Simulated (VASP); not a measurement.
# Ba3MgTi4O12 (a cell with a defect) in VASP: single point with PBE

Aim: the single point of Ba3MgTi4O12 (a cell with a defect) with PBE.

Everything below comes from runs of VASP 6.6.1. Logs are shortened: lines on timing, memory, paths and dates and some standing lists are left out, and cuts for length are marked.

**1. The cell of the first run**

The cell holds a defect, 20 atoms: a = 6.939 Å, b = 6.939 Å, c = 6.939 Å, α = 109.47°, β = 109.47°, γ = 109.47°.

**2. Single point, PBE**

File INCAR:

```
PREC     = Accurate       # precision mode
ENCUT    = 620            # plane-wave cutoff, eV
EDIFF    = 1E-6           # SCF threshold, eV
ISMEAR   = -1             # smearing method
SIGMA    = 0.01           # smearing width, eV
LREAL    = Auto         
LASPH    = True           # aspherical terms in the spheres
NELM     = 120            # most SCF steps
ALGO     = Normal         # electronic algorithm
ISIF     = 2              # what is computed and relaxed
LWAVE    = False          # write WAVECAR
LCHARG   = False          # write CHGCAR
GGA      = PE             # functional
NBANDS   = 96             # bands
GGA_COMPAT= False
```

File KPOINTS:

```
regular mesh
0
Gamma
  3 3 3
```

File POSCAR:

```
Ba3MgTi4O12
1.0
   -4.0060000000      4.0060000000      4.0060000000
    4.0060000000     -4.0060000000      4.0060000000
    4.0060000000      4.0060000000     -4.0060000000
Mg Ba Ti O
1 3 4 12
Direct
    0.5000000000      0.5000000000      0.5000000000
    0.0000000000      0.0000000000      0.5000000000
    0.0000000000      0.5000000000      0.0000000000
    0.5000000000      0.0000000000      0.0000000000
    0.0000000000      0.0000000000      0.0000000000
    0.5000000000      0.5000000000      0.0000000000
    0.5000000000      0.0000000000      0.5000000000
    0.0000000000      0.5000000000      0.5000000000
    0.0061780121      0.2530890061      0.2530890061
    0.5000000000      0.7469109939      0.2530890061
    0.5000000000      0.2530890061      0.7469109939
   -0.0061780121      0.7469109939      0.7469109939
    0.2530890061      0.0061780121      0.2530890061
    0.7469109939      0.5000000000      0.2530890061
    0.7469109939     -0.0061780121      0.7469109939
    0.2530890061      0.5000000000      0.7469109939
    0.2530890061      0.2530890061      0.0061780121
    0.7469109939      0.7469109939     -0.0061780121
    0.7469109939      0.2530890061      0.5000000000
    0.2530890061      0.7469109939      0.5000000000
```

Potentials or basis: VASP PAW PBE potentials, release 64 (Mg_sv, Ba_sv, Ti_sv, O).

Launch:

```console
$ cat potpaw_PBE.64/Mg_sv/POTCAR potpaw_PBE.64/Ba_sv/POTCAR potpaw_PBE.64/Ti_sv/POTCAR potpaw_PBE.64/O/POTCAR > POTCAR
$ mpirun -np 1 vasp_std > vasp.out
```

OUTCAR:

```text
PREC = Accurate
   ENCUT = 620
   EDIFF = 1E-6
   ISMEAR = -1
   LREAL = Auto
   LASPH = True
   NELM = 120
   ISIF = 2
   GGA = PE

 ion  position               nearest neighbor table
   1  0.500  0.500  0.500-
   2  0.000  0.000  0.500-   9 2.83  12 2.83  13 2.83  15 2.83  11 2.83  16 2.83  14 2.83  10 2.83
                            17 2.87  18 2.87  20 2.87  19 2.87   8 3.47   5 3.47   5 3.47   8 3.47
   3  0.000  0.500  0.000-   9 2.83  12 2.83  17 2.83  18 2.83  20 2.83  19 2.83  10 2.83  11 2.83
                            15 2.87  13 2.87  14 2.87  16 2.87   8 3.47   8 3.47   5 3.47   5 3.47
   4  0.500  0.000  0.000-  13 2.83  15 2.83  17 2.83  18 2.83  19 2.83  20 2.83  14 2.83  16 2.83
                             9 2.87  12 2.87  11 2.87  10 2.87   8 3.47   7 3.47   5 3.47   6 3.47
   5  0.000  0.000  0.000-   9 2.00  12 2.00  13 2.00  15 2.00  17 2.00  18 2.00   2 3.47   3 3.47
                             4 3.47   2 3.47   3 3.47   4 3.47
   6  0.500  0.500  0.000-  17 2.00  18 2.00  14 2.00  16 2.00  10 2.00  11 2.00   2 3.47   3 3.47
                             4 3.47   4 3.47   3 3.47   2 3.47
   7  0.500  0.000  0.500-  13 2.00  15 2.00  19 2.00  20 2.00  10 2.00  11 2.00   2 3.47   3 3.47
                             4 3.47   4 3.47   2 3.47   3 3.47
   8  0.000  0.500  0.500-   9 2.00  12 2.00  19 2.00  20 2.00  14 2.00  16 2.00   2 3.47   3 3.47
                             4 3.47   3 3.47   2 3.47   4 3.47
   9  0.006  0.253  0.253-   8 2.00   5 2.00   2 2.83   3 2.83   4 2.87
  10  0.500  0.747  0.253-   6 2.00   7 2.00   2 2.83   3 2.83   4 2.87
  11  0.500  0.253  0.747-   6 2.00   7 2.00   2 2.83   3 2.83   4 2.87
  12  0.994  0.747  0.747-   8 2.00   5 2.00   2 2.83   3 2.83   4 2.87
  13  0.253  0.006  0.253-   7 2.00   5 2.00   2 2.83   4 2.83   3 2.87
  14  0.747  0.500  0.253-   6 2.00   8 2.00   2 2.83   4 2.83   3 2.87
  15  0.747  0.994  0.747-   7 2.00   5 2.00   2 2.83   4 2.83   3 2.87
  16  0.253  0.500  0.747-   6 2.00   8 2.00   2 2.83   4 2.83   3 2.87
  17  0.253  0.253  0.006-   6 2.00   5 2.00   3 2.83   4 2.83   2 2.87
  18  0.747  0.747  0.994-   6 2.00   5 2.00   3 2.83   4 2.83   2 2.87
  19  0.747  0.253  0.500-   7 2.00   8 2.00   3 2.83   4 2.83   2 2.87
  20  0.253  0.747  0.500-   7 2.00   8 2.00   4 2.83   3 2.83   2 2.87

  LATTYP: Found a body centered cubic cell.
 ALAT       =     8.0120000000

  Lattice vectors:

 A1 = (  -4.0060000000,   4.0060000000,   4.0060000000)
 A2 = (   4.0060000000,  -4.0060000000,   4.0060000000)
 A3 = (   4.0060000000,   4.0060000000,  -4.0060000000)

Analysis of symmetry for initial positions (statically):
=====================================================================
 Subroutine PRICEL returns:
 Original cell was already a primitive cell.

 Routine SETGRP: Setting up the symmetry group for a
 body centered cubic supercell.

 Subroutine GETGRP returns: Found 48 space group operations
 (whereof 12 operations were pure point group operations)
 out of a pool of 48 trial point group operations.

The static configuration has the point symmetry D_3d.
 The point group associated with its full space group is O_h .

Analysis of symmetry for dynamics (positions and initial velocities):
=====================================================================
 Subroutine PRICEL returns:
 Original cell was already a primitive cell.

 Routine SETGRP: Setting up the symmetry group for a
 body centered cubic supercell.

 Subroutine GETGRP returns: Found 48 space group operations
 (whereof 12 operations were pure point group operations)
 out of a pool of 48 trial point group operations.

The dynamic configuration has the point symmetry D_3d.
 The point group associated with its full space group is O_h .

 Subroutine INISYM returns: Found 48 space group operations
 (whereof 12 operations are pure point group operations),
 and found     1 'primitive' translations

----------------------------------------------------------------------------------------

                                     Primitive cell

  volume of cell :     257.1537

  direct lattice vectors                    reciprocal lattice vectors
    -4.006000000  4.006000000  4.006000000     0.000000000  0.124812781  0.124812781
     4.006000000 -4.006000000  4.006000000     0.124812781  0.000000000  0.124812781
     4.006000000  4.006000000 -4.006000000     0.124812781  0.124812781  0.000000000

  length of vectors
     6.938595535  6.938595535  6.938595535     0.176511927  0.176511927  0.176511927

  position of ions in fractional coordinates (direct lattice)
     0.500000000  0.500000000  0.500000000
     0.000000000  0.000000000  0.500000000
     0.000000000  0.500000000  0.000000000
     0.500000000  0.000000000  0.000000000
     0.000000000  0.000000000  0.000000000
     0.500000000  0.500000000  0.000000000
[... 12 lines left out ...]
     0.746910994  0.253089006  0.500000000
     0.253089006  0.746910994  0.500000000

  ion indices of the primitive-cell ions
   primitive index   ion index
                 1           1
                 2           2
                 3           3
                 4           4
                 5           5
                 6           6
[... 12 lines left out ...]
                19          19
                20          20

----------------------------------------------------------------------------------------

 KPOINTS: regular mesh

Automatic generation of k-mesh.
 Grid dimensions read from file:
 generate k-points for:    3    3    3

 Generating k-lattice:

  Cartesian coordinates                     Fractional coordinates (reciprocal lattice)
     0.000000000  0.041604260  0.041604260     0.333333333  0.000000000  0.000000000
     0.041604260  0.000000000  0.041604260     0.000000000  0.333333333  0.000000000
     0.041604260  0.041604260  0.000000000     0.000000000  0.000000000  0.333333333

  Length of vectors
     0.058837309  0.058837309  0.058837309

  Shift w.r.t. Gamma in fractional coordinates (k-lattice)
     0.000000000  0.000000000  0.000000000

 Subroutine IBZKPT returns following result:
 ===========================================

 Found      4 irreducible k-points:

 Following reciprocal coordinates:
            Coordinates               Weight
  0.000000  0.000000  0.000000      1.000000
  0.333333  0.000000  0.000000     12.000000
  0.333333  0.333333  0.000000      8.000000
 -0.333333  0.333333  0.333333      6.000000
   k-points           NKPTS =      4   k-points in BZ     NKDIM =      4   number of bands    NBANDS=     96
   number of dos      NEDOS =    301   number of ions     NIONS =     20
   total plane-waves  NPLWV = 175616
   dimension x,y,z NGX =    56 NGY =   56 NGZ =   56
   dimension x,y,z NGXF=   112 NGYF=  112 NGZF=  112
   ions per type =               1   3   4  12
   NGX,Y,Z   is equivalent  to a cutoff of  13.42, 13.42, 13.42 a.u.
   NGXF,Y,Z  is equivalent  to a cutoff of  26.83, 26.83, 26.83 a.u.
 SYSTEM =  unknown system
   PREC   = accura    normal or accurate (medium, high low for compatibility)
   ISTART =      0    job   : 0-new  1-cont  2-samecut
   ICHARG =      2    charge: 1-file 2-atom 10-const
   ISPIN  =      1    spin polarized calculation?
   LNONCOLLINEAR =      F non collinear calculations
   LSORBIT =      F    spin-orbit coupling
   LASPH  =      T    aspherical Exc in radial PAW
   ENCUT  =  620.0 eV  45.57 Ry    6.75 a.u.  14.09 14.09 14.09*2*pi/ulx,y,z
   NELM   =    120;   NELMIN=  2; NELMDL= -5     # of ELM steps
   EDIFF  = 0.1E-05   stopping-criterion for ELM
   LREAL  =      T    real-space projection
   EDIFFG = 0.1E-04   stopping-criterion for IOM
   NSW    =      0    number of steps for IOM
   IBRION =     -1    ionic relax: 0-MD 1-quasi-New 2-CG
   NFREE  =      0    steps in history (QN), initial steepest desc. (CG)
   ISIF   =      2    stress and relaxation
   ISYM   =      2    0-nonsym 1-usesym 2-fastsym
   POTIM  = 0.5000    time-step for ionic-motion
   TEBEG  =    0.0;   TEEND  =   0.0 temperature during run
   PSTRESS=    0.0 pullay stress
   NELECT =     160.0000    total number of electrons
   NUPDOWN=      -1.0000    fix difference up-down
   EMIN   =  10.00;   EMAX   =-10.00  energy-range for DOS
   EFERMI =   0.00;   METHOD = LEGACY
   ISMEAR =    -1;   SIGMA  =   0.01  broadening in eV -4-tet -1-fermi 0-gaus
   EFERMI_NEDOS =   21; number of points for ismear=-14 and -15
   IALGO  =     38    algorithm
   IMIX   =      4    mixing-type and parameters
     AMIX     =   0.40;   BMIX     =  1.00
     AMIX_MAG =   1.60;   BMIX_MAG =  1.00
  volume/ion in A,a.u.               =      12.86        86.77
  Fermi-wavevector in a.u.,A,eV,Ry     =   1.397603  2.641087 26.576187  1.953295
  Thomas-Fermi vector in A             =   2.520843
   LORBIT       =      0    0 simple, 1 ext, 2 COOP (PROOUT), +10 PAW based schemes
   GGA     = PE    functional components
   LHFCALC =     F    Hartree Fock is set to
   AEXX    =    0.0000 exact exchange contribution
   IVDW    =     0    specifies the selected vdW correction
   LEPSILON=     F    determine dielectric tensor
   LRPA    =     F    only Hartree local field effects (RPA)
 non-spin polarized calculation
  energy-cutoff  :      620.00
  volume of cell :      257.15
 maximum number of plane-waves:      9035
   NGX = 29   NGY = 29   NGZ = 29

 number of electron     159.9999992 magnetization

 Free energy of the ion-electron system (eV)
  ---------------------------------------------------
  ext. energy  EPLUGINS =         0.00000000
  ---------------------------------------------------
  free energy    TOTEN  =      -156.51557694 eV

  energy without entropy =     -156.51557694  energy(sigma->0) =     -156.51557694

 E-fermi :   3.9729     XC(G=0): -10.9795

 val. band max:        3.5885401361   @ k =  -0.3333   0.3333   0.3333
 cond. band min:       5.3379430836   @ k =   0.0000   0.0000   0.0000
 fundamental gap:      1.7494029475
 Fermi energy:         3.9728704155

 k-point     1 :       0.0000    0.0000    0.0000
  band No.  band energies     occupation
      1     -72.6354      2.00000
      2     -53.1198      2.00000
      3     -53.1178      2.00000
      4     -53.1178      2.00000
      5     -53.1178      2.00000
      6     -39.3935      2.00000
[... 369 lines left out ...]
     91       7.4284      0.00000
     92       7.4344      0.00000
 [bands above 92 left out]

------------------------ aborting loop because EDIFF is reached ----------------------------------------

  FORCE on cell =-STRESS in cart. coord.  units (eV):
  Direction    XX          YY          ZZ          XY          YZ          ZX
  --------------------------------------------------------------------------------------
  -------------------------------------------------------------------------------------
  Total       -4.1286996     -4.1286996     -4.1286996      0.0000000      0.0000000     -0.0000000
  in kB      -25.7235584    -25.7235584    -25.7235584      0.0000000      0.0000000     -0.0000000
  external PRESSURE =     -25.7235584 kB  Pullay stress =       0.0000000 kB

 VOLUME and BASIS-vectors are now :
 -----------------------------------------------------------------------------
  energy-cutoff  :      620.00
  volume of cell :      257.15
      direct lattice vectors                 reciprocal lattice vectors
    -4.006000000  4.006000000  4.006000000     0.000000000  0.124812781  0.124812781
     4.006000000 -4.006000000  4.006000000     0.124812781  0.000000000  0.124812781
     4.006000000  4.006000000 -4.006000000     0.124812781  0.124812781  0.000000000

 POSITION                                       TOTAL-FORCE (eV/Angst)
 -----------------------------------------------------------------------------------
      2.00300      2.00300      2.00300        -0.000000      0.000000     -0.000000
      2.00300      2.00300     -2.00300        -0.000000      0.000000     -0.000000
      2.00300     -2.00300      2.00300        -0.000000      0.000000     -0.000000
     -2.00300      2.00300      2.00300        -0.000000      0.000000     -0.000000
      0.00000      0.00000      0.00000        -0.000000      0.000000     -0.000000
      0.00000      0.00000      4.00600        -0.000000      0.000000     -0.000000
[... 12 lines left out ...]
      0.02475      3.98125      2.00300         0.024172     -0.024172     -0.000000
      3.98125      0.02475      2.00300        -0.024172      0.024172     -0.000000
 -----------------------------------------------------------------------------------
    total drift:                                0.000000      0.000000     -0.000000

  FREE ENERGIE OF THE ION-ELECTRON SYSTEM (eV)
  ---------------------------------------------------
  free  energy   TOTEN  =      -156.5155769366 eV

  energy  without entropy=     -156.5155769366  energy(sigma->0) =     -156.51557694
```

Wall time 4.9 min (1 thread of Intel Xeon Platinum 8259CL at 2.50GHz (Skylake/Cascade Lake), shared host); peak memory 0.47 GiB.

What came out:

```yaml
Free_energy: -156.5156 eV
Pressure: -2.6 GPa
Largest_force: 0.034 eV/Å
Band_gap_on_the_k_mesh: 1.75 eV
```

Forces in eV/Å, atoms in the order of the input:
```
Mg   0.000  0.000  0.000
Ba   0.000  0.000  0.000
Ba   0.000  0.000  0.000
Ba   0.000  0.000  0.000
Ti   0.000  0.000  0.000
Ti   0.000  0.000  0.000
Ti   0.000  0.000  0.000
Ti   0.000  0.000  0.000
O    0.000  0.024  0.024
O    0.000  0.024 -0.024
O    0.000 -0.024  0.024
O    0.000 -0.024 -0.024
O    0.024  0.000  0.024
O    0.024  0.000 -0.024
O   -0.024  0.000 -0.024
O   -0.024  0.000  0.024
O    0.024  0.024  0.000
O   -0.024 -0.024  0.000
O    0.024 -0.024  0.000
O   -0.024  0.024  0.000
```

Levels at points of the mesh, in eV from the valence-band top:
| k point | band 77 | band 78 | band 79 | band 80 | band 81 | band 82 | band 83 | band 84 |
| --- | --- | --- | --- | --- | --- | --- | --- | --- |
| (0.00, 0.00, 0.00) | -0.24 | -0.10 | -0.03 | -0.03 | 1.75 | 1.75 | 1.75 | 3.23 |

Caveat: spin-orbit coupling is left out, which moves the levels of the heavy elements.
